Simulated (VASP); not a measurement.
Wanted: the native input for a VASP 6.6.1 run.

```
Task                   : single point
Functional             : PBEsol
Potentials or basis    : VASP PAW PBE potentials, release 64 (Cd, Sb, As)
Cutoff                 : 520 eV
k mesh                 : 6 × 6 × 2
Occupations            : fermi-dirac, width 0.05 eV
Spin                   : no spin polarisation
Dipole correction      : no
Further INCAR settings : ALGO = Normal; EDIFF = 1e-07; NBANDS = 31
```

The structure of Cd2Sb3As lies in POSCAR:

```
Cd2Sb3As
1.0
    4.0597451316      0.0031452946      0.0017270878
   -2.0271532712      3.5132906824     -0.0006572059
    0.0045226371      0.0005477167     10.6288233179
Cd Sb As
2 3 1
Direct
    0.6689385199      0.3353787795      0.3625666907
    0.3355543074      0.6686039496      0.6386833385
    0.6689911912      0.3354915171      0.8218936870
    0.3353814326      0.6687680129      0.1793442139
    0.0024012383      0.0022012141      0.0006317119
    0.0023806520      0.0021697008      0.5006391535
```

The input as run:

INCAR

```
PREC = Accurate
ENCUT = 520
EDIFF = 1E-7
ISMEAR = -1
SIGMA = 0.05
LREAL = False
LASPH = True
NELM = 100
ALGO = Normal
ISIF = 2
LWAVE = False
LCHARG = False
GGA = PS
NBANDS = 31
```

KPOINTS

```
regular mesh
0
Gamma
  6 6 2
```

Potentials or basis: VASP PAW PBE potentials, release 64 (Cd, Sb, As).

Command:

```console
$ cat potpaw_PBE.64/Cd/POTCAR potpaw_PBE.64/Sb/POTCAR potpaw_PBE.64/As/POTCAR > POTCAR
$ mpirun -np 1 vasp_std > vasp.out
```

Results of the run:

| Item | Value |
| --- | --- |
| Pressure | 0.2 GPa |
| Largest force | 0.020 eV/Å |
| Band gap on the k mesh | zero (bands 22 and 23 overlap by 1.44 eV) |

Caveat: the PAW data sets were made with another functional, which shifts forces and pressure a little; spin-orbit coupling is left out, which moves the levels of the heavy elements.

It took 2.9 min on 1 thread of Intel(R) Xeon(R) Platinum 8175M CPU @ 2.50GHz (Skylake/Cascade Lake) (shared host), peak memory 0.36 GiB.
